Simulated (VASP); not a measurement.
A run of VASP 6.6.1:

File INCAR:

```
SYSTEM = KCl
PREC = Accurate
ENCUT = 520
EDIFF = 1E-6
ISMEAR = -1
SIGMA = 0.026
LREAL = Auto
LASPH = .TRUE.
NELM = 100
ALGO = Normal
ISIF = 2
LWAVE = .FALSE.
LCHARG = .FALSE.
GGA = PE
NBANDS = 78
```

Contents of KPOINTS:

```
Automatic mesh
0
G
  2 2 2
  0 0 0
```

Contents of POSCAR:

```
KCl
1.0
    0.0000000000      7.0145657209      7.0145657209
    7.0145657209      0.0000000000      7.0145657209
    7.0145657209      7.0145657209      0.0000000000
K Cl
8 8
Direct
   -0.0036198962      0.0107700181     -0.0100309845
    0.0052029593      0.0016286824      0.5120220756
   -0.0137614364      0.5036771542     -0.0109723828
   -0.0042890039      0.5007502445      0.5042901643
    0.5055805507     -0.0072296707      0.0001317259
    0.5111355631     -0.0070891060      0.4953662334
    0.4885921861      0.5085624887      0.0063527810
    0.4984115395      0.5106697467      0.4957254146
    0.1175913140      0.1128642929      0.1334557316
    0.1429303737      0.1154655231      0.6190306960
    0.1270621783      0.6356990835      0.1178151339
    0.1236054425      0.6194110474      0.6176698134
    0.6200142921      0.1267506836      0.1232037783
    0.6277526187      0.1225981813      0.6270660473
    0.6180362652      0.6304984765      0.1351426500
    0.6346785642      0.6144766008      0.6307453200
```

Potentials or basis: VASP PAW PBE potentials, release 64 (K_sv, Cl).

Command:

```bash
$ cat potpaw_PBE.64/K_sv/POTCAR potpaw_PBE.64/Cl/POTCAR > POTCAR
$ mpirun -np 1 vasp_std > vasp.out
```

Hardware: 1 thread of Intel(R) Xeon(R) 6975P-C (Granite Rapids), on a shared host.

Problem. Estimate the wall time of this run.

Solution. It took 18 min on 1 thread of Intel(R) Xeon(R) 6975P-C (Granite Rapids) (shared host), peak memory 1 GiB. Counts: scf iterations 16, k points 8.
